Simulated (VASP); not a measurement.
# Mo (Im-3m) in VASP: a series of runs

The runs below take Mo through single point, with PBEsol, PBE.

Program: VASP 6.6.1. These are calculated values, not measurements. Logs are shortened: lines on timing, memory, paths and dates and some standing lists are left out, and cuts for length are marked.

### Step 1. The cell of the first run

Symmetry: Im-3m, No. 229, cubic system. The conventional cell has a = 3.129 Å, b = 3.129 Å, c = 3.129 Å, α = 90.00°, β = 90.00°, γ = 90.00°. Mo (site symmetry m-3m) has 14 Mo at 2.71 to 3.13 Å within 3.6 Å.

### Step 2. Single point, PBEsol

Input file INCAR:

```
SYSTEM = Mo
ALGO     = Normal         ! electronic algorithm
EDIFF    = 1E-6           ! SCF threshold, eV
ENCUT    = 520            ! plane-wave cutoff, eV
GGA      = PS             ! functional
ISIF     = 2              ! what is computed and relaxed
ISMEAR   = 1              ! smearing method
LASPH    = .TRUE.         ! aspherical terms in the spheres
LCHARG   = .FALSE.        ! write CHGCAR
LREAL    = .FALSE.        ! projectors in reciprocal space
LWAVE    = .FALSE.        ! write WAVECAR
NBANDS   = 13             ! bands
NELM     = 100            ! most SCF steps
PREC     = Accurate       ! precision mode
SIGMA    = 0.1            ! smearing width, eV
```

Input file KPOINTS:

```
k-points
0
G
  24 24 24
  0 0 0
```

Input file POSCAR:

```
Mo
1.0
   -1.5647277117      1.5647277117      1.5647277117
    1.5647277117     -1.5647277117      1.5647277117
    1.5647277117      1.5647277117     -1.5647277117
Mo
1
Direct
    0.0000000000      0.0000000000      0.0000000000
```

Potentials or basis: VASP PAW PBE potentials, release 64 (Mo_sv).

Started as:

```
cat potpaw_PBE.64/Mo_sv/POTCAR > POTCAR
mpirun -np 1 vasp_std > vasp.out
```

OUTCAR:

```text
SYSTEM = Mo
   EDIFF = 1E-6
   ENCUT = 520
   GGA = PS
   ISIF = 2
   ISMEAR = 1
   LASPH = .TRUE.
   LREAL = .FALSE.
   NELM = 100
   PREC = Accurate

 ion  position               nearest neighbor table
   1  0.000  0.000  0.000-

  LATTYP: Found a body centered cubic cell.
 ALAT       =     3.1294554234

  Lattice vectors:

 A1 = (  -1.5647277117,   1.5647277117,   1.5647277117)
 A2 = (   1.5647277117,  -1.5647277117,   1.5647277117)
 A3 = (   1.5647277117,   1.5647277117,  -1.5647277117)

Analysis of symmetry for initial positions (statically):
=====================================================================
 Subroutine PRICEL returns:
 Original cell was already a primitive cell.

 Routine SETGRP: Setting up the symmetry group for a
 body centered cubic supercell.

 Subroutine GETGRP returns: Found 48 space group operations
 (whereof 48 operations were pure point group operations)
 out of a pool of 48 trial point group operations.

The static configuration has the point symmetry O_h .

Analysis of symmetry for dynamics (positions and initial velocities):
=====================================================================
 Subroutine PRICEL returns:
 Original cell was already a primitive cell.

 Routine SETGRP: Setting up the symmetry group for a
 body centered cubic supercell.

 Subroutine GETGRP returns: Found 48 space group operations
 (whereof 48 operations were pure point group operations)
 out of a pool of 48 trial point group operations.

The dynamic configuration has the point symmetry O_h .

 Subroutine INISYM returns: Found 48 space group operations
 (whereof 48 operations are pure point group operations),
 and found     1 'primitive' translations

----------------------------------------------------------------------------------------

                                     Primitive cell

  volume of cell :      15.3241

  direct lattice vectors                    reciprocal lattice vectors
    -1.564727712  1.564727712  1.564727712     0.000000000  0.319544414  0.319544414
     1.564727712 -1.564727712  1.564727712     0.319544414  0.000000000  0.319544414
     1.564727712  1.564727712 -1.564727712     0.319544414  0.319544414  0.000000000

  length of vectors
     2.710187897  2.710187897  2.710187897     0.451904044  0.451904044  0.451904044

  position of ions in fractional coordinates (direct lattice)
     0.000000000  0.000000000  0.000000000

  ion indices of the primitive-cell ions
   primitive index   ion index
                 1           1

----------------------------------------------------------------------------------------

 KPOINTS: k-points

Automatic generation of k-mesh.
 Grid dimensions read from file:
 generate k-points for:   24   24   24

 Generating k-lattice:

  Cartesian coordinates                     Fractional coordinates (reciprocal lattice)
     0.000000000  0.013314351  0.013314351     0.041666667  0.000000000  0.000000000
     0.013314351  0.000000000  0.013314351     0.000000000  0.041666667  0.000000000
     0.013314351  0.013314351  0.000000000     0.000000000  0.000000000  0.041666667

  Length of vectors
     0.018829335  0.018829335  0.018829335

  Shift w.r.t. Gamma in fractional coordinates (k-lattice)
     0.000000000  0.000000000  0.000000000

 Subroutine IBZKPT returns following result:
 ===========================================

 Found    413 irreducible k-points:

 Following reciprocal coordinates:
            Coordinates               Weight
  0.000000  0.000000  0.000000      1.000000
  0.041667  0.000000  0.000000     12.000000
  0.083333  0.000000  0.000000     12.000000
  0.125000  0.000000  0.000000     12.000000
  0.166667  0.000000  0.000000     12.000000
  0.208333  0.000000  0.000000     12.000000
[... 16 lines left out ...]
  0.416667  0.041667  0.000000     48.000000
  0.458333  0.041667  0.000000     48.000000
 [... further k-points ...]
   k-points           NKPTS =    413   k-points in BZ     NKDIM =    413   number of bands    NBANDS=     13
   number of dos      NEDOS =    301   number of ions     NIONS =      1
   total plane-waves  NPLWV =   8000
   dimension x,y,z NGX =    20 NGY =   20 NGZ =   20
   dimension x,y,z NGXF=    40 NGYF=   40 NGZF=   40
   ions per type =               1
   NGX,Y,Z   is equivalent  to a cutoff of  12.27, 12.27, 12.27 a.u.
   NGXF,Y,Z  is equivalent  to a cutoff of  24.54, 24.54, 24.54 a.u.
 SYSTEM =  Mo
   PREC   = accura    normal or accurate (medium, high low for compatibility)
   ISTART =      0    job   : 0-new  1-cont  2-samecut
   ICHARG =      2    charge: 1-file 2-atom 10-const
   ISPIN  =      1    spin polarized calculation?
   LNONCOLLINEAR =      F non collinear calculations
   LSORBIT =      F    spin-orbit coupling
   LASPH  =      T    aspherical Exc in radial PAW
   ENCUT  =  520.0 eV  38.22 Ry    6.18 a.u.   5.04  5.04  5.04*2*pi/ulx,y,z
   NELM   =    100;   NELMIN=  2; NELMDL= -5     # of ELM steps
   EDIFF  = 0.1E-05   stopping-criterion for ELM
   LREAL  =      F    real-space projection
   EDIFFG = 0.1E-04   stopping-criterion for IOM
   NSW    =      0    number of steps for IOM
   IBRION =     -1    ionic relax: 0-MD 1-quasi-New 2-CG
   NFREE  =      0    steps in history (QN), initial steepest desc. (CG)
   ISIF   =      2    stress and relaxation
   ISYM   =      2    0-nonsym 1-usesym 2-fastsym
   POTIM  = 0.5000    time-step for ionic-motion
   TEBEG  =    0.0;   TEEND  =   0.0 temperature during run
   PSTRESS=    0.0 pullay stress
   NELECT =      14.0000    total number of electrons
   NUPDOWN=      -1.0000    fix difference up-down
   EMIN   =  10.00;   EMAX   =-10.00  energy-range for DOS
   EFERMI =   0.00;   METHOD = LEGACY
   ISMEAR =     1;   SIGMA  =   0.10  broadening in eV -4-tet -1-fermi 0-gaus
   EFERMI_NEDOS =   21; number of points for ismear=-14 and -15
   IALGO  =     38    algorithm
   IMIX   =      4    mixing-type and parameters
     AMIX     =   0.40;   BMIX     =  1.00
     AMIX_MAG =   1.60;   BMIX_MAG =  1.00
  volume/ion in A,a.u.               =      15.32       103.41
  Fermi-wavevector in a.u.,A,eV,Ry     =   1.588518  3.001863 34.332787  2.523389
  Thomas-Fermi vector in A             =   2.687509
   LORBIT       =      0    0 simple, 1 ext, 2 COOP (PROOUT), +10 PAW based schemes
   GGA     = PS    functional components
   LHFCALC =     F    Hartree Fock is set to
   AEXX    =    0.0000 exact exchange contribution
   IVDW    =     0    specifies the selected vdW correction
   LEPSILON=     F    determine dielectric tensor
   LRPA    =     F    only Hartree local field effects (RPA)
 non-spin polarized calculation
 Methfessel and Paxton  Order N= 1 SIGMA  =   0.10
  energy-cutoff  :      520.00
  volume of cell :       15.32
 maximum number of plane-waves:       428
   NGX =  9   NGY =  9   NGZ =  9

 number of electron      13.9999998 magnetization

 Free energy of the ion-electron system (eV)
  ---------------------------------------------------
  ext. energy  EPLUGINS =         0.00000000
  ---------------------------------------------------
  free energy    TOTEN  =       -11.77766139 eV

  energy without entropy =      -11.77745494  energy(sigma->0) =      -11.77759257

 E-fermi :  12.8416     XC(G=0): -13.6414

 val. band max:       12.8415728298   @ k =  -0.2917   0.3750   0.1667
 cond. band min:      12.8433239844   @ k =  -0.2500   0.3750   0.1250
 fundamental gap:      0.0017511545
 Fermi energy:        12.8415907190

 k-point     1 :       0.0000    0.0000    0.0000
  band No.  band energies     occupation
      1     -48.4108      2.00000
      2     -21.6504      2.00000
      3     -21.6504      2.00000
      4     -21.6504      2.00000
      5       5.4368      2.00000
      6      11.3803      2.00000
      7      11.3803      2.00000
      8      11.3803      2.00000
      9      14.4704     -0.00000
     10      14.4704     -0.00000
     11      27.6242      0.00000
     12      27.6242      0.00000
     13      27.6242      0.00000

 k-point     2 :       0.0417    0.0000    0.0000
  band No.  band energies     occupation
      1     -48.4060      2.00000
      2     -21.6780      2.00000
      3     -21.6588      2.00000
      4     -21.6506      2.00000
      5       5.5164      2.00000
      6      11.3346      2.00000
      7      11.3734      2.00000
      8      11.4548      2.00000
      9      14.3999     -0.00000
     10      14.4712     -0.00000
     11      27.6864      0.00000
     12      27.7581      0.00000
     13      27.7900      0.00000

 k-point     3 :       0.0833    0.0000    0.0000
  band No.  band energies     occupation
      1     -48.3919      2.00000
      2     -21.7583      2.00000
      3     -21.6835      2.00000
      4     -21.6513      2.00000
      5       5.7487      2.00000
      6      11.2035      2.00000
      7      11.3464      2.00000
      8      11.6767      2.00000
      9      14.2218     -0.00000
     10      14.4756     -0.00000
     11      27.8541      0.00000
     12      28.1534      0.00000
     13      28.2416      0.00000
[... 305 lines left out ...]
 k-point    23 :       0.4167    0.0417    0.0000
  band No.  band energies     occupation
      1     -48.1315      2.00000
      2     -23.0918      2.00000
      3     -22.1166      2.00000
      4     -21.6743      2.00000
      5       7.4365      2.00000
      6       9.3599      2.00000
      7      13.6192     -0.00000
      8      14.5591     -0.00000
      9      15.2637      0.00000
     10      17.4500      0.00000
     11      25.0382      0.00000
     12      25.2482      0.00000
     13      30.8023      0.00000

 k-point    24 :       0.4583    0.0417    0.0000
  band No.  band energies     occupation
      1     -48.1216      2.00000
      2     -23.1383      2.00000
      3     -22.1326      2.00000
      4     -21.6748      2.00000
      5       7.3755      2.00000
      6       9.3033      2.00000
      7      14.0349     -0.00000
      8      14.5131     -0.00000
      9      15.3857      0.00000
     10      17.8061      0.00000
     11      24.7093      0.00000
     12      24.9166      0.00000
     13      30.2840      0.00000

 [... further k-points ...]

------------------------ aborting loop because EDIFF is reached ----------------------------------------

  FORCE on cell =-STRESS in cart. coord.  units (eV):
  Direction    XX          YY          ZZ          XY          YZ          ZX
  --------------------------------------------------------------------------------------
  -------------------------------------------------------------------------------------
  Total        0.0532994      0.0532994      0.0532994      0.0000000      0.0000000      0.0000000
  in kB        5.5725882      5.5725882      5.5725882      0.0000000      0.0000000      0.0000000
  external PRESSURE =       5.5725882 kB  Pullay stress =       0.0000000 kB

 VOLUME and BASIS-vectors are now :
 -----------------------------------------------------------------------------
  energy-cutoff  :      520.00
  volume of cell :       15.32
      direct lattice vectors                 reciprocal lattice vectors
    -1.564727712  1.564727712  1.564727712     0.000000000  0.319544414  0.319544414
     1.564727712 -1.564727712  1.564727712     0.319544414  0.000000000  0.319544414
     1.564727712  1.564727712 -1.564727712     0.319544414  0.319544414  0.000000000

 POSITION                                       TOTAL-FORCE (eV/Angst)
 -----------------------------------------------------------------------------------
      0.00000      0.00000      0.00000        -0.000000      0.000000      0.000000
 -----------------------------------------------------------------------------------
    total drift:                                0.000000     -0.000000      0.000000

  FREE ENERGIE OF THE ION-ELECTRON SYSTEM (eV)
  ---------------------------------------------------
  free  energy   TOTEN  =       -11.7776613899 eV

  energy  without entropy=      -11.7774549418  energy(sigma->0) =      -11.77759257
```

Wall time 28 s (1 thread of Intel Xeon Platinum 8488C (Sapphire Rapids), shared host); peak memory 0.18 GiB.

What came out:

| Item | Value |
| --- | --- |
| Free energy | -11.7777 eV |
| Pressure | 0.6 GPa |
| Band gap on the k mesh | zero (bands 7 and 8 overlap by 5.53 eV) |

Levels at points of the mesh, in eV from the Fermi level:
| k point | band 3 | band 4 | band 5 | band 6 | band 7 | band 8 | band 9 | band 10 | band 11 | band 12 |
| --- | --- | --- | --- | --- | --- | --- | --- | --- | --- | --- |
| (0.00, 0.00, 0.00) | -34.49 | -34.49 | -7.40 | -1.46 | -1.46 | -1.46 | 1.63 | 1.63 | 14.78 | 14.78 |
| (0.50, 0.00, 0.00) | -34.97 | -34.51 | -5.53 | -3.56 | 1.63 | 1.67 | 2.32 | 4.87 | 11.89 | 11.92 |
| (0.50, 0.50, 0.50) | -35.52 | -35.52 | -5.68 | -5.68 | 4.07 | 4.07 | 4.07 | 9.12 | 9.12 | 9.12 |

Caveat: the PAW data sets were made with another functional, which shifts forces and pressure a little.

### Step 3. Single point, PBE

This run uses another cell than the first one, of 15.79 Å³/atom.

Input file INCAR:

```
SYSTEM = Mo
  PREC = Accurate
  ENCUT = 520
  EDIFF = 1E-6
  ISMEAR = 1
  SIGMA = 0.1
  LREAL = .FALSE.
  LASPH = .TRUE.
  NELM = 100
  ALGO = Normal
  ISIF = 2
  LWAVE = .FALSE.
  LCHARG = .FALSE.
  GGA = PE
  NBANDS = 13
```

Input file KPOINTS:

```
regular mesh
0
G
  24 24 24
  0 0 0
```

Input file POSCAR:

```
Mo
1.0
   -1.5803854803      1.5803854803      1.5803854803
    1.5803854803     -1.5803854803      1.5803854803
    1.5803854803      1.5803854803     -1.5803854803
Mo
1
Direct
    0.0000000000      0.0000000000      0.0000000000
```

Potentials or basis: VASP PAW PBE potentials, release 64 (Mo_sv).

Started as:

```
cat potpaw_PBE.64/Mo_sv/POTCAR > POTCAR
mpirun -np 1 vasp_std > vasp.out
```

Run time: 28 s. Hardware: 1 thread of Intel Xeon Platinum 8488C (Sapphire Rapids), shared host; peak memory 0.19 GiB.

The run converged. Its results:

- Free energy: -10.9347 eV
- Pressure: 0.5 GPa
- Band gap on the k mesh: zero (bands 7 and 8 overlap by 5.27 eV)

Levels at points of the mesh, in eV from the Fermi level:
```tsv
k point	band 5	band 6	band 7	band 8	band 9	band 10
(0.00, 0.00, 0.00)	-7.26	-1.40	-1.40	-1.40	1.59	1.59
(0.50, 0.00, 0.00)	-5.32	-3.41	1.54	1.61	2.23	4.62
(0.50, 0.50, 0.50)	-5.42	-5.42	3.87	3.87	3.87	8.93
```
